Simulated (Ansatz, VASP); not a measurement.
Zr3Mn in VASP and in Ansatz

```
Zr Mn
1.0
     4.37638    0.00000    0.00000
     0.00000    4.37638    0.00000
     0.00000    0.00000    4.37638
Zr Mn
3 1
Cartesian
  0.0000 2.1882 2.1882
  2.1882 0.0000 2.1882
  2.1882 2.1882 0.0000
  0.0000 0.0000 0.0000
```

Alike in both runs: task single point; functional PBE; k mesh 4 × 4 × 4; occupations fermi-dirac, width 0.1 eV; collinear spin.

|  | VASP | Ansatz |
| --- | --- | --- |
| version | VASP 6.6.1 | Ansatz 0.2.0 |
| potentials or method | VASP PAW PBE potentials, release 64 (Zr_sv, Mn_pv), cutoff 520 eV | plane waves, PAW |
| valence electrons in the cell | 49 | 51 |

|  | VASP | Ansatz | Ansatz less VASP |
| --- | --- | --- | --- |
| pressure (GPa) | 0.0 | 0.0 | -0.02 |
| net moment per atom (μB) | 0.78 | 0.78 | -0.003 |
| size of the moment on the site where the two differ most (μB) | 3.39 | 3.53 | +0.137 |

Site moments also hang on the region over which each program counts them. VASP's potentials hold 49 valence electrons a cell and Ansatz's 51, so a difference there can come from the potentials and not from the codes. Ansatz's warnings: given moment on shells.
